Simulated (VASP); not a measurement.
Input of a VASP 6.6.1 run:

File INCAR:

```
SYSTEM = SnSe
PREC = Accurate
ENCUT = 520
EDIFF = 1E-7
ISMEAR = 0
SIGMA = 0.05
LREAL = .False.
LASPH = .True.
NELM = 100
ALGO = Normal
ISIF = 2
LWAVE = .False.
LCHARG = .False.
NBANDS = 28
```

KPOINTS

```
Automatic mesh
0
Gamma
  6 6 4
  0 0 0
```

The input POSCAR:

```
SnSe
1.0
    4.3155959066      0.0000000000      0.0000000000
    0.0000000000      4.3155959066      0.0000000000
    0.0000000000      0.0000000000     11.1443172468
Sn Se
2 2
Direct
    0.5000000000      0.0000000000      0.3781633345
    0.0000000000      0.5000000000      0.6218366655
    0.5000000000      0.0000000000      0.6217782147
    0.0000000000      0.5000000000      0.3782217853
```

Potentials or basis: VASP PAW LDA potentials, release 64 (Sn_d, Se).

Command:

```console
$ cat potpaw_LDA.64/Sn_d/POTCAR potpaw_LDA.64/Se/POTCAR > POTCAR
$ mpirun -np 1 vasp_std > vasp.out
```

Q: Estimate the largest force.

A: 0.318 eV/Å.

Q: What does it give for the band gap on the k mesh?

A: 1.46 eV (least direct gap 1.53 eV).

Forces on the atoms (eV/Å):
```
Sn   0.000  0.000  0.318
Sn   0.000  0.000 -0.318
Se   0.000  0.000 -0.270
Se   0.000  0.000  0.270
```

Caveat: the cell differs from its parent crystal (strain +0.030 along x and y, +0.015 along z); spin-orbit coupling is left out, which moves the levels of the heavy elements.
